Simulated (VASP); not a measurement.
# CaO (Pm-3m) in VASP: notebook

Runs on CaO. Level: r2SCAN. Tasks: single point.

Program: VASP 6.6.1. These are calculated values, not measurements. Logs are shortened: lines on timing, memory, paths and dates and some standing lists are left out, and cuts for length are marked.

### 1 The cell of the first run

Symmetry: Pm-3m, No. 221, cubic system. The conventional cell has a = 2.874 Å, b = 2.874 Å, c = 2.874 Å, α = 90.00°, β = 90.00°, γ = 90.00°. Within 3.3 Å of Ca (site symmetry m-3m) lie 8 O at 2.49 Å and 6 Ca at 2.87 Å. Within 3.3 Å of O (site symmetry m-3m) lie 8 Ca at 2.49 Å and 6 O at 2.87 Å.

### 2 Single point, r2SCAN (11.87 Å³/atom)

POSCAR

```
CaO
1.0
    2.8738816174      0.0000000000      0.0000000000
    0.0000000000      2.8738816174      0.0000000000
    0.0000000000      0.0000000000      2.8738816174
Ca O
1 1
Direct
    0.0000000000      0.0000000000      0.0000000000
    0.5000000000      0.5000000000      0.5000000000
```

INCAR.step1

```
SYSTEM = CaO
  PREC = Accurate
  ENCUT = 910
  ISMEAR = 0
  SIGMA = 0.01
  LREAL = .False.
  LASPH = .True.
  NELM = 120
  NBANDS = 15
  GGA = PE
  ALGO = Normal
  EDIFF = 1E-5
  LWAVE = .True.
  LCHARG = .False.
  GGA_COMPAT = .False.
```

INCAR.step2

```
SYSTEM = CaO
  PREC = Accurate
  ENCUT = 910
  EDIFF = 1E-6
  ISMEAR = 0
  SIGMA = 0.01
  LREAL = .False.
  LASPH = .True.
  NELM = 120
  ALGO = Normal
  ISIF = 2
  LWAVE = .False.
  LCHARG = .False.
  METAGGA = R2SCAN
  LMIXTAU = .True.
  NBANDS = 15
  ISTART = 1
  GGA_COMPAT = .False.
```

KPOINTS

```
regular mesh
0
Gamma
  8 8 8
  0 0 0
```

Potentials or basis: VASP PAW PBE potentials, release 64 (Ca_sv, O_h).

Command:

```console
> cat potpaw_PBE.64/Ca_sv/POTCAR potpaw_PBE.64/O_h/POTCAR > POTCAR
> cp INCAR.step1 INCAR
> mpirun -np 1 vasp_std > vasp.out
> cp INCAR.step2 INCAR
> mpirun -np 1 vasp_std > vasp.out
```

OUTCAR:

```text
SYSTEM = CaO
   PREC = Accurate
   ENCUT = 910
   EDIFF = 1E-6
   ISMEAR = 0
   LREAL = .False.
   LASPH = .True.
   NELM = 120
   ISIF = 2
   METAGGA = R2SCAN
   ISTART = 1

 ion  position               nearest neighbor table
   1  0.000  0.000  0.000-
   2  0.500  0.500  0.500-

  LATTYP: Found a simple cubic cell.
 ALAT       =     2.8738816174

  Lattice vectors:

 A1 = (   2.8738816174,   0.0000000000,   0.0000000000)
 A2 = (   0.0000000000,   2.8738816174,   0.0000000000)
 A3 = (   0.0000000000,   0.0000000000,   2.8738816174)

Analysis of symmetry for initial positions (statically):
=====================================================================
 Subroutine PRICEL returns:
 Original cell was already a primitive cell.

 Routine SETGRP: Setting up the symmetry group for a
 simple cubic supercell.

 Subroutine GETGRP returns: Found 48 space group operations
 (whereof 48 operations were pure point group operations)
 out of a pool of 48 trial point group operations.

The static configuration has the point symmetry O_h .

Analysis of symmetry for dynamics (positions and initial velocities):
=====================================================================
 Subroutine PRICEL returns:
 Original cell was already a primitive cell.

 Routine SETGRP: Setting up the symmetry group for a
 simple cubic supercell.

 Subroutine GETGRP returns: Found 48 space group operations
 (whereof 48 operations were pure point group operations)
 out of a pool of 48 trial point group operations.

The dynamic configuration has the point symmetry O_h .

 Subroutine INISYM returns: Found 48 space group operations
 (whereof 48 operations are pure point group operations),
 and found     1 'primitive' translations

----------------------------------------------------------------------------------------

                                     Primitive cell

  volume of cell :      23.7360

  direct lattice vectors                    reciprocal lattice vectors
     2.873881617  0.000000000  0.000000000     0.347961445  0.000000000  0.000000000
     0.000000000  2.873881617  0.000000000     0.000000000  0.347961445  0.000000000
     0.000000000  0.000000000  2.873881617     0.000000000  0.000000000  0.347961445

  length of vectors
     2.873881617  2.873881617  2.873881617     0.347961445  0.347961445  0.347961445

  position of ions in fractional coordinates (direct lattice)
     0.000000000  0.000000000  0.000000000
     0.500000000  0.500000000  0.500000000

  ion indices of the primitive-cell ions
   primitive index   ion index
                 1           1
                 2           2

----------------------------------------------------------------------------------------

 KPOINTS: regular mesh

Automatic generation of k-mesh.
 Grid dimensions read from file:
 generate k-points for:    8    8    8

 Generating k-lattice:

  Cartesian coordinates                     Fractional coordinates (reciprocal lattice)
     0.043495181  0.000000000  0.000000000     0.125000000  0.000000000  0.000000000
     0.000000000  0.043495181  0.000000000     0.000000000  0.125000000  0.000000000
     0.000000000  0.000000000  0.043495181     0.000000000  0.000000000  0.125000000

  Length of vectors
     0.043495181  0.043495181  0.043495181

  Shift w.r.t. Gamma in fractional coordinates (k-lattice)
     0.000000000  0.000000000  0.000000000

 Subroutine IBZKPT returns following result:
 ===========================================

 Found     35 irreducible k-points:

 Following reciprocal coordinates:
            Coordinates               Weight
  0.000000  0.000000  0.000000      1.000000
  0.125000  0.000000  0.000000      6.000000
  0.250000  0.000000  0.000000      6.000000
  0.375000  0.000000  0.000000      6.000000
  0.500000  0.000000  0.000000      3.000000
  0.125000  0.125000  0.000000     12.000000
[... 16 lines left out ...]
  0.375000  0.375000  0.125000     24.000000
  0.500000  0.375000  0.125000     24.000000
 [... further k-points ...]
   k-points           NKPTS =     35   k-points in BZ     NKDIM =     35   number of bands    NBANDS=     15
   number of dos      NEDOS =    301   number of ions     NIONS =      2
   total plane-waves  NPLWV =  21952
   dimension x,y,z NGX =    28 NGY =   28 NGZ =   28
   dimension x,y,z NGXF=    56 NGYF=   56 NGZF=   56
   ions per type =               1   1
   NGX,Y,Z   is equivalent  to a cutoff of  16.20, 16.20, 16.20 a.u.
   NGXF,Y,Z  is equivalent  to a cutoff of  32.39, 32.39, 32.39 a.u.
 SYSTEM =  CaO
   PREC   = accura    normal or accurate (medium, high low for compatibility)
   ISTART =      1    job   : 0-new  1-cont  2-samecut
   ICHARG =      0    charge: 1-file 2-atom 10-const
   ISPIN  =      1    spin polarized calculation?
   LNONCOLLINEAR =      F non collinear calculations
   LSORBIT =      F    spin-orbit coupling
   LASPH  =      T    aspherical Exc in radial PAW
   ENCUT  =  910.0 eV  66.88 Ry    8.18 a.u.   7.07  7.07  7.07*2*pi/ulx,y,z
   NELM   =    120;   NELMIN=  2; NELMDL=  0     # of ELM steps
   EDIFF  = 0.1E-05   stopping-criterion for ELM
   LREAL  =      F    real-space projection
   EDIFFG = 0.1E-04   stopping-criterion for IOM
   NSW    =      0    number of steps for IOM
   IBRION =     -1    ionic relax: 0-MD 1-quasi-New 2-CG
   NFREE  =      0    steps in history (QN), initial steepest desc. (CG)
   ISIF   =      2    stress and relaxation
   ISYM   =      2    0-nonsym 1-usesym 2-fastsym
   POTIM  = 0.5000    time-step for ionic-motion
   TEBEG  =    0.0;   TEEND  =   0.0 temperature during run
   PSTRESS=    0.0 pullay stress
   NELECT =      16.0000    total number of electrons
   NUPDOWN=      -1.0000    fix difference up-down
   EMIN   =  10.00;   EMAX   =-10.00  energy-range for DOS
   EFERMI =   0.00;   METHOD = LEGACY
   ISMEAR =     0;   SIGMA  =   0.01  broadening in eV -4-tet -1-fermi 0-gaus
   EFERMI_NEDOS =   21; number of points for ismear=-14 and -15
   IALGO  =     38    algorithm
   IMIX   =      4    mixing-type and parameters
     AMIX     =   0.40;   BMIX     =  1.00
     AMIX_MAG =   1.60;   BMIX_MAG =  1.00
  volume/ion in A,a.u.               =      11.87        80.09
  Fermi-wavevector in a.u.,A,eV,Ry     =   1.435421  2.712552 28.033897  2.060433
  Thomas-Fermi vector in A             =   2.554721
   LORBIT       =      0    0 simple, 1 ext, 2 COOP (PROOUT), +10 PAW based schemes
   METAGGA = R2SCAN    functional components
   LHFCALC =     F    Hartree Fock is set to
   AEXX    =    0.0000 exact exchange contribution
   IVDW    =     0    specifies the selected vdW correction
   LEPSILON=     F    determine dielectric tensor
   LRPA    =     F    only Hartree local field effects (RPA)
 non-spin polarized calculation
 Gauss-broadening in eV      SIGMA  =   0.01
  energy-cutoff  :      910.00
  volume of cell :       23.74
 maximum number of plane-waves:      1498
   NGX = 15   NGY = 15   NGZ = 15

 number of electron      15.9999997 magnetization

 Free energy of the ion-electron system (eV)
  ---------------------------------------------------
  ext. energy  EPLUGINS =         0.00000000
  ---------------------------------------------------
  free energy    TOTEN  =       -18.50153171 eV

  energy without entropy =      -18.50153171  energy(sigma->0) =      -18.50153171

 E-fermi :   4.5539     XC(G=0): -12.0757

 val. band max:        4.4396335874   @ k =   0.5000   0.5000   0.0000
 cond. band min:       7.7117381556   @ k =   0.0000   0.0000   0.0000
 fundamental gap:      3.2721045682
 Fermi energy:         4.5538568669

 k-point     1 :       0.0000    0.0000    0.0000
  band No.  band energies     occupation
      1     -36.2997      2.00000
      2     -15.8243      2.00000
      3     -15.8243      2.00000
      4     -15.8243      2.00000
      5     -13.0635      2.00000
      6       4.1432      2.00000
      7       4.1432      2.00000
      8       4.1432      2.00000
      9       7.7117      0.00000
     10       7.7117      0.00000
     11      10.9295      0.00000
     12      13.6902      0.00000
     13      13.6902      0.00000
     14      13.6902      0.00000
     15      25.0496      0.00000

 k-point     2 :       0.1250    0.0000    0.0000
  band No.  band energies     occupation
      1     -36.2726      2.00000
      2     -16.1492      2.00000
      3     -15.8039      2.00000
      4     -15.8039      2.00000
      5     -12.8024      2.00000
      6       3.4010      2.00000
      7       4.0672      2.00000
      8       4.0672      2.00000
      9       7.8431      0.00000
     10       8.4330      0.00000
     11      11.5743      0.00000
     12      13.6275      0.00000
     13      13.6275      0.00000
     14      13.7354      0.00000
     15      24.0712      0.00000

 k-point     3 :       0.2500    0.0000    0.0000
  band No.  band energies     occupation
      1     -36.2066      2.00000
      2     -16.7928      2.00000
      3     -15.7544      2.00000
      4     -15.7544      2.00000
      5     -12.2923      2.00000
      6       2.0550      2.00000
      7       3.8801      2.00000
      8       3.8801      2.00000
      9       8.1854      0.00000
     10      10.0540      0.00000
     11      13.0085      0.00000
     12      13.5141      0.00000
     13      13.5141      0.00000
     14      13.8467      0.00000
     15      22.2028      0.00000
[... 343 lines left out ...]
 k-point    23 :       0.3750    0.3750    0.1250
  band No.  band energies     occupation
      1     -35.9705      2.00000
      2     -16.8332      2.00000
      3     -16.6789      2.00000
      4     -15.7751      2.00000
      5     -12.1399      2.00000
      6       1.9096      2.00000
      7       2.2358      2.00000
      8       3.6816      2.00000
      9       9.8343      0.00000
     10      10.8662      0.00000
     11      12.0880      0.00000
     12      12.5971      0.00000
     13      13.7278      0.00000
     14      17.8639      0.00000
     15      21.6452      0.00000

 k-point    24 :       0.5000    0.3750    0.1250
  band No.  band energies     occupation
      1     -35.9451      2.00000
      2     -16.9230      2.00000
      3     -16.6607      2.00000
      4     -15.7539      2.00000
      5     -12.2000      2.00000
      6       1.8657      2.00000
      7       2.1884      2.00000
      8       3.7246      2.00000
      9       9.7538      0.00000
     10      10.6903      0.00000
     11      12.0869      0.00000
     12      12.2736      0.00000
     13      14.3754      0.00000
     14      19.5300      0.00000
     15      19.7779      0.00000

 [... further k-points ...]

------------------------ aborting loop because EDIFF is reached ----------------------------------------

  FORCE on cell =-STRESS in cart. coord.  units (eV):
  Direction    XX          YY          ZZ          XY          YZ          ZX
  --------------------------------------------------------------------------------------
  -------------------------------------------------------------------------------------
  Total        0.7392721      0.7392721      0.7392721     -0.0000000      0.0000000      0.0000000
  in kB       49.9008895     49.9008895     49.9008895     -0.0000000      0.0000000      0.0000000
  external PRESSURE =      49.9008895 kB  Pullay stress =       0.0000000 kB

 VOLUME and BASIS-vectors are now :
 -----------------------------------------------------------------------------
  energy-cutoff  :      910.00
  volume of cell :       23.74
      direct lattice vectors                 reciprocal lattice vectors
     2.873881617  0.000000000  0.000000000     0.347961445  0.000000000  0.000000000
     0.000000000  2.873881617  0.000000000     0.000000000  0.347961445  0.000000000
     0.000000000  0.000000000  2.873881617     0.000000000  0.000000000  0.347961445

 POSITION                                       TOTAL-FORCE (eV/Angst)
 -----------------------------------------------------------------------------------
      0.00000      0.00000      0.00000         0.000000      0.000000      0.000000
      1.43694      1.43694      1.43694         0.000000      0.000000      0.000000
 -----------------------------------------------------------------------------------
    total drift:                                0.000000      0.000000      0.000000

  FREE ENERGIE OF THE ION-ELECTRON SYSTEM (eV)
  ---------------------------------------------------
  free  energy   TOTEN  =       -18.5015317069 eV

  energy  without entropy=      -18.5015317069  energy(sigma->0) =      -18.50153171
```

Wall time 53 s (1 thread of AMD EPYC 9R45 (Zen 5), shared host); peak memory 0.16 GiB.

Results:

- Free energy: -18.5015 eV
- Pressure: 5.0 GPa
- Band gap on the k mesh: 3.27 eV (least direct gap 3.57 eV)

Levels at points of the mesh, in eV from the valence-band top:
| k point | band 5 | band 6 | band 7 | band 8 | band 9 | band 10 | band 11 | band 12 |
| --- | --- | --- | --- | --- | --- | --- | --- | --- |
| (0.00, 0.00, 0.00) | -17.50 | -0.30 | -0.30 | -0.30 | 3.27 | 3.27 | 6.49 | 9.25 |
| (0.50, 0.00, 0.00) | -16.13 | -3.87 | -0.83 | -0.83 | 4.31 | 8.01 | 9.00 | 9.00 |
| (0.50, 0.50, 0.00) | -16.81 | -2.17 | -2.17 | 0.00 | 4.56 | 5.46 | 7.30 | 7.30 |
| (0.50, 0.50, 0.50) | -16.24 | -3.59 | -3.59 | -3.59 | 8.83 | 8.83 | 8.83 | 10.86 |

Caveat: the cutoff is under 1.25 times the usual one of these potentials, so pressure, stress and relaxed cells hold a basis-set (Pulay) error; the cell stands under pressure; the PAW data sets were made with another functional, which shifts forces and pressure a little. A k mesh can miss the band edges.

(Part 1 of 2 ends here.)
